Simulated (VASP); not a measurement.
# Al2Pt (Fm-3m) in VASP: notebook

The runs below take Al2Pt through electric field gradients, with PBE.

All numbers are computed with VASP 6.6.1; they aren't measurements. Logs are shortened: lines on timing, memory, paths and dates and some standing lists are left out, and cuts for length are marked.

**1. The cell of the first run**

The structure is cubic, space group Fm-3m (No. 225). The conventional cell has a = 5.910 Å, b = 5.910 Å, c = 5.910 Å, α = 90.00°, β = 90.00°, γ = 90.00°. Within 3.4 Å of Al (site symmetry -43m) lie 4 Pt at 2.56 Å and 6 Al at 2.96 Å. Within 3.4 Å of Pt (site symmetry m-3m) lie 8 Al at 2.56 Å.

**2. Electric field gradients, PBE**

File INCAR:

```
SYSTEM = Al2Pt
PREC     = Accurate       ! precision mode
ENCUT    = 520            ! plane-wave cutoff, eV
EDIFF    = 1E-8           ! SCF threshold, eV
ISMEAR   = -1             ! smearing method
SIGMA    = 0.05           ! smearing width, eV
LREAL    = .False.        ! projectors in reciprocal space
LASPH    = .True.         ! aspherical terms in the spheres
NELM     = 60             ! most SCF steps
ALGO     = Normal         ! electronic algorithm
ISIF     = 2              ! what is computed and relaxed
LWAVE    = .False.        ! write WAVECAR
LCHARG   = .False.        ! write CHGCAR
GGA      = PE             ! functional
LEFG     = .True.       
NBANDS   = 15             ! bands
```

File KPOINTS:

```
Automatic mesh
0
Gamma
  9 9 9
  0 0 0
```

File POSCAR:

```
Al2Pt
1.0
    0.0000000000      2.9550000000      2.9550000000
    2.9550000000      0.0000000000      2.9550000000
    2.9550000000      2.9550000000      0.0000000000
Al Pt
2 1
Direct
    0.2500000000      0.2500000000      0.2500000000
    0.7500000000      0.7500000000      0.7500000000
    0.0000000000      0.0000000000      0.0000000000
```

Potentials or basis: VASP PAW PBE potentials, release 64 (Al, Pt).

Launch:

```console
> cat potpaw_PBE.64/Al/POTCAR potpaw_PBE.64/Pt/POTCAR > POTCAR
> mpirun -np 1 vasp_std > vasp.out
```

OUTCAR:

```text
SYSTEM = Al2Pt
   PREC = Accurate
   ENCUT = 520
   EDIFF = 1E-8
   ISMEAR = -1
   LREAL = .False.
   LASPH = .True.
   NELM = 60
   ISIF = 2
   GGA = PE

 ion  position               nearest neighbor table
   1  0.250  0.250  0.250-   3 2.56   3 2.56   3 2.56   3 2.56   2 2.96   2 2.96   2 2.96   2 2.96
                             2 2.96   2 2.96
   2  0.750  0.750  0.750-   3 2.56   3 2.56   3 2.56   3 2.56   1 2.96   1 2.96   1 2.96   1 2.96
                             1 2.96   1 2.96
   3  0.000  0.000  0.000-   2 2.56   2 2.56   2 2.56   1 2.56   2 2.56   1 2.56   1 2.56   1 2.56

  LATTYP: Found a face centered cubic cell.
 ALAT       =     5.9100000000

  Lattice vectors:

 A1 = (   0.0000000000,   2.9550000000,   2.9550000000)
 A2 = (   2.9550000000,   0.0000000000,   2.9550000000)
 A3 = (   2.9550000000,   2.9550000000,   0.0000000000)

Analysis of symmetry for initial positions (statically):
=====================================================================
 Subroutine PRICEL returns:
 Original cell was already a primitive cell.

 Routine SETGRP: Setting up the symmetry group for a
 face centered cubic supercell.

 Subroutine GETGRP returns: Found 48 space group operations
 (whereof 48 operations were pure point group operations)
 out of a pool of 48 trial point group operations.

The static configuration has the point symmetry O_h .

Analysis of symmetry for dynamics (positions and initial velocities):
=====================================================================
 Subroutine PRICEL returns:
 Original cell was already a primitive cell.

 Routine SETGRP: Setting up the symmetry group for a
 face centered cubic supercell.

 Subroutine GETGRP returns: Found 48 space group operations
 (whereof 48 operations were pure point group operations)
 out of a pool of 48 trial point group operations.

The dynamic configuration has the point symmetry O_h .

 Subroutine INISYM returns: Found 48 space group operations
 (whereof 48 operations are pure point group operations),
 and found     1 'primitive' translations

----------------------------------------------------------------------------------------

                                     Primitive cell

  volume of cell :      51.6063

  direct lattice vectors                    reciprocal lattice vectors
     0.000000000  2.955000000  2.955000000    -0.169204738  0.169204738  0.169204738
     2.955000000  0.000000000  2.955000000     0.169204738 -0.169204738  0.169204738
     2.955000000  2.955000000  0.000000000     0.169204738  0.169204738 -0.169204738

  length of vectors
     4.179001077  4.179001077  4.179001077     0.293071203  0.293071203  0.293071203

  position of ions in fractional coordinates (direct lattice)
     0.250000000  0.250000000  0.250000000
     0.750000000  0.750000000  0.750000000
     0.000000000  0.000000000  0.000000000

  ion indices of the primitive-cell ions
   primitive index   ion index
                 1           1
                 2           2
                 3           3

----------------------------------------------------------------------------------------

 KPOINTS: Automatic mesh

Automatic generation of k-mesh.
 Grid dimensions read from file:
 generate k-points for:    9    9    9

 Generating k-lattice:

  Cartesian coordinates                     Fractional coordinates (reciprocal lattice)
    -0.018800526  0.018800526  0.018800526     0.111111111  0.000000000  0.000000000
     0.018800526 -0.018800526  0.018800526     0.000000000  0.111111111  0.000000000
     0.018800526  0.018800526 -0.018800526     0.000000000  0.000000000  0.111111111

  Length of vectors
     0.032563467  0.032563467  0.032563467

  Shift w.r.t. Gamma in fractional coordinates (k-lattice)
     0.000000000  0.000000000  0.000000000

[... 39 lines left out ...]
   NGXF,Y,Z  is equivalent  to a cutoff of  25.46, 25.46, 25.46 a.u.
 SYSTEM =  Al2Pt
   PREC   = accura    normal or accurate (medium, high low for compatibility)
   ISTART =      0    job   : 0-new  1-cont  2-samecut
   ICHARG =      2    charge: 1-file 2-atom 10-const
   ISPIN  =      1    spin polarized calculation?
   LNONCOLLINEAR =      F non collinear calculations
   LSORBIT =      F    spin-orbit coupling
   LASPH  =      T    aspherical Exc in radial PAW
   ENCUT  =  520.0 eV  38.22 Ry    6.18 a.u.   7.77  7.77  7.77*2*pi/ulx,y,z
   NELM   =     60;   NELMIN=  2; NELMDL= -5     # of ELM steps
   EDIFF  = 0.1E-07   stopping-criterion for ELM
   LREAL  =      F    real-space projection
   EDIFFG = 0.1E-06   stopping-criterion for IOM
   NSW    =      0    number of steps for IOM
   IBRION =     -1    ionic relax: 0-MD 1-quasi-New 2-CG
   NFREE  =      0    steps in history (QN), initial steepest desc. (CG)
   ISIF   =      2    stress and relaxation
   ISYM   =      2    0-nonsym 1-usesym 2-fastsym
   POTIM  = 0.5000    time-step for ionic-motion
   TEBEG  =    0.0;   TEEND  =   0.0 temperature during run
   PSTRESS=    0.0 pullay stress
   NELECT =      16.0000    total number of electrons
   NUPDOWN=      -1.0000    fix difference up-down
   EMIN   =  10.00;   EMAX   =-10.00  energy-range for DOS
   EFERMI =   0.00;   METHOD = LEGACY
   ISMEAR =    -1;   SIGMA  =   0.05  broadening in eV -4-tet -1-fermi 0-gaus
   EFERMI_NEDOS =   21; number of points for ismear=-14 and -15
   IALGO  =     38    algorithm
   IMIX   =      4    mixing-type and parameters
     AMIX     =   0.40;   BMIX     =  1.00
     AMIX_MAG =   1.60;   BMIX_MAG =  1.00
  volume/ion in A,a.u.               =      17.20       116.09
  Fermi-wavevector in a.u.,A,eV,Ry     =   1.108019  2.093853 16.703966  1.227707
  Thomas-Fermi vector in A             =   2.244541
   LORBIT       =      0    0 simple, 1 ext, 2 COOP (PROOUT), +10 PAW based schemes
   GGA     = PE    functional components
   LHFCALC =     F    Hartree Fock is set to
   AEXX    =    0.0000 exact exchange contribution
   IVDW    =     0    specifies the selected vdW correction
   LEPSILON=     F    determine dielectric tensor
   LRPA    =     F    only Hartree local field effects (RPA)
 non-spin polarized calculation
  energy-cutoff  :      520.00
  volume of cell :       51.61
 maximum number of plane-waves:      1411
   NGX = 15   NGY = 15   NGZ = 15

 number of electron      16.0000000 magnetization

 Free energy of the ion-electron system (eV)
  ---------------------------------------------------
  ext. energy  EPLUGINS =         0.00000000
  ---------------------------------------------------
  free energy    TOTEN  =       -16.26065922 eV

  energy without entropy =      -16.25338579  energy(sigma->0) =      -16.25702250

 E-fermi :   7.9833     XC(G=0): -10.7015

 val. band max:        7.9055860846   @ k =   0.4444   0.3333   0.1111
 cond. band min:       8.0236389675   @ k =  -0.4444   0.2222   0.0000
 fundamental gap:      0.1180528829
 Fermi energy:         7.9832792099

 k-point     1 :       0.0000    0.0000    0.0000
  band No.  band energies     occupation
      1      -2.3290      2.00000
      2       2.8462      2.00000
      3       2.8462      2.00000
      4       2.8462      2.00000
      5       4.2039      2.00000
      6       4.2039      2.00000
      7      10.8554      0.00000
      8      11.7227      0.00000
      9      11.7227      0.00000
     10      11.7227      0.00000
     11      13.3094      0.00000
     12      13.3094      0.00000
     13      13.3094      0.00000
     14      14.2367      0.00000
[... 401 lines left out ...]
      2       1.8410      2.00000
      3       2.5514      2.00000
      4       4.0336      2.00000
      5       4.0336      2.00000
      6       4.6855      2.00000
      7       4.6886      2.00000
      8       6.4435      2.00000
      9       6.4435      2.00000
     10      11.0374      0.00000
     11      11.2970      0.00000
     12      16.0104      0.00000
     13      18.0127      0.00000
     14      18.0127      0.00000
     15      18.6777      0.00000

 [... further k-points ...]
[... 5 lines left out ...]
  --------------------------------------------------------------------------------------
  -------------------------------------------------------------------------------------
  Total        0.7210305      0.7210305      0.7210305     -0.0000000     -0.0000000      0.0000000
  in kB       22.3852401     22.3852401     22.3852401     -0.0000000     -0.0000000      0.0000000
  external PRESSURE =      22.3852401 kB  Pullay stress =       0.0000000 kB

 VOLUME and BASIS-vectors are now :
 -----------------------------------------------------------------------------
  energy-cutoff  :      520.00
  volume of cell :       51.61
      direct lattice vectors                 reciprocal lattice vectors
     0.000000000  2.955000000  2.955000000    -0.169204738  0.169204738  0.169204738
     2.955000000  0.000000000  2.955000000     0.169204738 -0.169204738  0.169204738
     2.955000000  2.955000000  0.000000000     0.169204738  0.169204738 -0.169204738

 POSITION                                       TOTAL-FORCE (eV/Angst)
 -----------------------------------------------------------------------------------
      1.47750      1.47750      1.47750         0.000000      0.000000      0.000000
      4.43250      4.43250      4.43250         0.000000     -0.000000     -0.000000
      0.00000      0.00000      0.00000        -0.000000     -0.000000      0.000000
 -----------------------------------------------------------------------------------
    total drift:                                0.000000     -0.000000      0.000000

  FREE ENERGIE OF THE ION-ELECTRON SYSTEM (eV)
  ---------------------------------------------------
  free  energy   TOTEN  =       -16.2606592158 eV

  energy  without entropy=      -16.2533857866  energy(sigma->0) =      -16.25702250

 Electric field gradients (V/A^2)
---------------------------------------------------------------------
 ion       V_xx      V_yy      V_zz      V_xy      V_xz      V_yz
---------------------------------------------------------------------
   1       0.000     0.000    -0.000     0.000     0.000     0.000
   2       0.000     0.000    -0.000     0.000     0.000     0.000
   3       0.000     0.000    -0.000     0.000     0.000     0.000
---------------------------------------------------------------------

 Electric field gradients after diagonalization (V/A^2)
 (convention: |V_zz| > |V_xx| > |V_yy|)
----------------------------------------------------------------------
 ion       V_xx      V_yy      V_zz     asymmetry (V_yy - V_xx)/ V_zz
----------------------------------------------------------------------
   1      -0.000    -0.000     0.000       0.000
   2      -0.000    -0.000     0.000       0.000
   3      -0.000    -0.000     0.001       0.000
----------------------------------------------------------------------

           NMR quadrupolar parameters

 Cq : quadrupolar parameter    Cq=e*Q*V_zz/h
 eta: asymmetry parameters     (V_yy - V_xx)/ V_zz
 Q  : nuclear electric quadrupole moment in mb (millibarn)
----------------------------------------------------------------------
 ion       Cq(MHz)       eta       Q (mb)
----------------------------------------------------------------------
   1       0.000       0.000       1.000
   2       0.000       0.000       1.000
   3       0.000       0.000       1.000
----------------------------------------------------------------------
```

Run time: 14 s. Hardware: 1 thread of AMD EPYC 9R45 (Zen 5), shared host; peak memory 0.16 GiB.

What came out:

* Free energy: -16.2607 eV
* Pressure: 2.2 GPa
* Band gap on the k mesh: zero (band 8 reaches 11.72 eV, above the bottom of band 9 at 6.44 eV)

Caveat: without QUAD_EFG the Cq values of the log hold for a quadrupole moment of 1 mb, not for the nuclei; spin-orbit coupling is left out, which moves the levels of the heavy elements.

**3. Electric field gradients, PBE**

File INCAR:

```
  ALGO = Normal
  EDIFF = 1E-8
  ENCUT = 520
  GGA = PE
  ISIF = 2
  ISMEAR = -1
  LASPH = T
  LCHARG = F
  LEFG = T
  LREAL = F
  LWAVE = F
  NBANDS = 15
  NELM = 60
  PREC = Accurate
  SIGMA = 0.05
```

File KPOINTS:

```
k-points
0
Gamma
  9 9 9
```

POSCAR is that of step 2.

Potentials or basis: VASP PAW PBE potentials, release 64 (Al, Pt).

Launch:

```console
> cat potpaw_PBE.64/Al/POTCAR potpaw_PBE.64/Pt/POTCAR > POTCAR
> mpirun -np 1 vasp_std > vasp.out
```

OUTCAR:

```text
EDIFF = 1E-8
   ENCUT = 520
   GGA = PE
   ISIF = 2
   ISMEAR = -1
   LASPH = T
   LREAL = F
   NELM = 60
   PREC = Accurate

 ion  position               nearest neighbor table
   1  0.250  0.250  0.250-   3 2.56   3 2.56   3 2.56   3 2.56   2 2.96   2 2.96   2 2.96   2 2.96
                             2 2.96   2 2.96
   2  0.750  0.750  0.750-   3 2.56   3 2.56   3 2.56   3 2.56   1 2.96   1 2.96   1 2.96   1 2.96
                             1 2.96   1 2.96
   3  0.000  0.000  0.000-   2 2.56   2 2.56   2 2.56   1 2.56   2 2.56   1 2.56   1 2.56   1 2.56

  LATTYP: Found a face centered cubic cell.
 ALAT       =     5.9100000000

  Lattice vectors:

 A1 = (   0.0000000000,   2.9550000000,   2.9550000000)
 A2 = (   2.9550000000,   0.0000000000,   2.9550000000)
 A3 = (   2.9550000000,   2.9550000000,   0.0000000000)

Analysis of symmetry for initial positions (statically):
=====================================================================
 Subroutine PRICEL returns:
 Original cell was already a primitive cell.

 Routine SETGRP: Setting up the symmetry group for a
 face centered cubic supercell.

 Subroutine GETGRP returns: Found 48 space group operations
 (whereof 48 operations were pure point group operations)
 out of a pool of 48 trial point group operations.

The static configuration has the point symmetry O_h .

Analysis of symmetry for dynamics (positions and initial velocities):
=====================================================================
 Subroutine PRICEL returns:
 Original cell was already a primitive cell.

 Routine SETGRP: Setting up the symmetry group for a
 face centered cubic supercell.

[... 588 lines left out ...]
     13      18.0127      0.00000
     14      18.0127      0.00000
     15      18.6777      0.00000

 [... further k-points ...]

------------------------ aborting loop because EDIFF is reached ----------------------------------------

  FORCE on cell =-STRESS in cart. coord.  units (eV):
  Direction    XX          YY          ZZ          XY          YZ          ZX
  --------------------------------------------------------------------------------------
  -------------------------------------------------------------------------------------
  Total        0.7210305      0.7210305      0.7210305     -0.0000000     -0.0000000      0.0000000
  in kB       22.3852401     22.3852401     22.3852401     -0.0000000     -0.0000000      0.0000000
  external PRESSURE =      22.3852401 kB  Pullay stress =       0.0000000 kB

 VOLUME and BASIS-vectors are now :
 -----------------------------------------------------------------------------
  energy-cutoff  :      520.00
  volume of cell :       51.61
      direct lattice vectors                 reciprocal lattice vectors
     0.000000000  2.955000000  2.955000000    -0.169204738  0.169204738  0.169204738
     2.955000000  0.000000000  2.955000000     0.169204738 -0.169204738  0.169204738
     2.955000000  2.955000000  0.000000000     0.169204738  0.169204738 -0.169204738

 POSITION                                       TOTAL-FORCE (eV/Angst)
 -----------------------------------------------------------------------------------
      1.47750      1.47750      1.47750         0.000000      0.000000      0.000000
      4.43250      4.43250      4.43250         0.000000     -0.000000     -0.000000
      0.00000      0.00000      0.00000        -0.000000     -0.000000      0.000000
 -----------------------------------------------------------------------------------
    total drift:                                0.000000     -0.000000      0.000000

  FREE ENERGIE OF THE ION-ELECTRON SYSTEM (eV)
  ---------------------------------------------------
  free  energy   TOTEN  =       -16.2606592158 eV

  energy  without entropy=      -16.2533857866  energy(sigma->0) =      -16.25702250

 Electric field gradients (V/A^2)
---------------------------------------------------------------------
 ion       V_xx      V_yy      V_zz      V_xy      V_xz      V_yz
---------------------------------------------------------------------
   1       0.000     0.000    -0.000     0.000     0.000     0.000
   2       0.000     0.000    -0.000     0.000     0.000     0.000
   3       0.000     0.000    -0.000     0.000     0.000     0.000
---------------------------------------------------------------------

 Electric field gradients after diagonalization (V/A^2)
 (convention: |V_zz| > |V_xx| > |V_yy|)
----------------------------------------------------------------------
 ion       V_xx      V_yy      V_zz     asymmetry (V_yy - V_xx)/ V_zz
----------------------------------------------------------------------
   1      -0.000    -0.000     0.000       0.000
   2      -0.000    -0.000     0.000       0.000
   3      -0.000    -0.000     0.001       0.000
----------------------------------------------------------------------

           NMR quadrupolar parameters

 Cq : quadrupolar parameter    Cq=e*Q*V_zz/h
 eta: asymmetry parameters     (V_yy - V_xx)/ V_zz
 Q  : nuclear electric quadrupole moment in mb (millibarn)
----------------------------------------------------------------------
 ion       Cq(MHz)       eta       Q (mb)
----------------------------------------------------------------------
   1       0.000       0.000       1.000
   2       0.000       0.000       1.000
   3       0.000       0.000       1.000
----------------------------------------------------------------------
```

stdout:

```text
POSCAR found type information on POSCAR AlPt
 POSCAR found :  2 types and       3 ions
 scaLAPACK will be used
 LDA part: xc-table for (Slater+PW92), standard interpolation
 POSCAR, INCAR and KPOINTS ok, starting setup
 FFT: planning ... GRIDC
 FFT: planning ... GRID_SOFT
 FFT: planning ... GRID
 WAVECAR not read
 entering main loop
ion   1

ion   2

ion   3
```

Wall time 14 s (1 thread of AMD EPYC 9R45 (Zen 5), shared host); peak memory 0.15 GiB.

What came out:

* Free energy: -16.2607 eV
* Pressure: 2.2 GPa
* Band gap on the k mesh: zero (band 8 reaches 11.72 eV, above the bottom of band 9 at 6.44 eV)

Levels at points of the mesh, in eV from the Fermi level:
```csv
k point,band 4,band 5,band 6,band 7,band 8,band 9,band 10,band 11,band 12,band 13
"(0.00, 0.00, 0.00)",-5.14,-3.78,-3.78,2.87,3.74,3.74,3.74,5.33,5.33,5.33
```

Caveat: without QUAD_EFG the Cq values of the log hold for a quadrupole moment of 1 mb, not for the nuclei; spin-orbit coupling is left out, which moves the levels of the heavy elements.
